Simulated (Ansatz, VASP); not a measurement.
## RbBa: VASP beside Ansatz

File INCAR:

```
SYSTEM = RbBa
  PREC = Accurate
  ENCUT = 520
  EDIFF = 1E-6
  ISMEAR = 0
  SIGMA = 0.1
  LREAL = .False.
  LASPH = .True.
  NELM = 100
  ALGO = Normal
  ISIF = 2
  LWAVE = .False.
  LCHARG = .False.
  GGA = PE
  NBANDS = 16
```

File KPOINTS:

```
Automatic mesh
0
Gamma
  6 6 4
  0 0 0
```

File POSCAR:

```
RbBa
1.0
    4.8651355000      0.0000000000      0.0000000000
   -2.4325677500      4.2133309300      0.0000000000
    0.0000000000      0.0000000000      7.4223744600
Rb Ba
1 1
Direct
    0.3333333300      0.6666666700      0.5000000000
    0.0000000000      0.0000000000      0.0000000000
```

Input for Ansatz:

```yaml
crystal:
  lattice:
    - [4.8651355, 0.0, 0.0]
    - [-2.43256775, 4.21333093, 0.0]
    - [0.0, 0.0, 7.42237446]
  atoms:
    - { symbol: Rb, position: [0.33333333, 0.66666667, 0.5] }
    - { symbol: Ba, position: [0.0, 0.0, 0.0] }
basis:
  ecutwfc: 420
kpoints:
  mp_grid: { grid: [6, 6, 4] }
hamiltonian:
  xc: pbe
scf:
  occupations: { method: gaussian, width: 0.1 }
  lower_state_search: "off"
output:
  forces: true
  stress: true
  eigenvalues: true
```

Alike in both runs: task single point; functional PBE; k mesh 6 × 6 × 4; occupations gaussian, width 0.1 eV; no spin polarisation.

|  | VASP | Ansatz |
| --- | --- | --- |
| version | VASP 6.6.1 | Ansatz 0.2.0 |
| potentials or method | VASP PAW PBE potentials, release 64 (Rb_sv, Ba_sv), cutoff 520 eV | scalar-relativistic, plane waves, PAW |
| valence electrons in the cell | 19 | 19 |

```csv
,VASP,Ansatz,Ansatz less VASP
gap on the k mesh at the Fermi level (eV),none,none,-
pressure (GPa),-0.1,-0.1,0.00
"traceless stress, the component that is largest in VASP (GPa)",0.95,0.95,+0.001
```

A gap of «none» marks a metal or a gap that the smearing closes.

Neither program's run includes spin-orbit coupling.
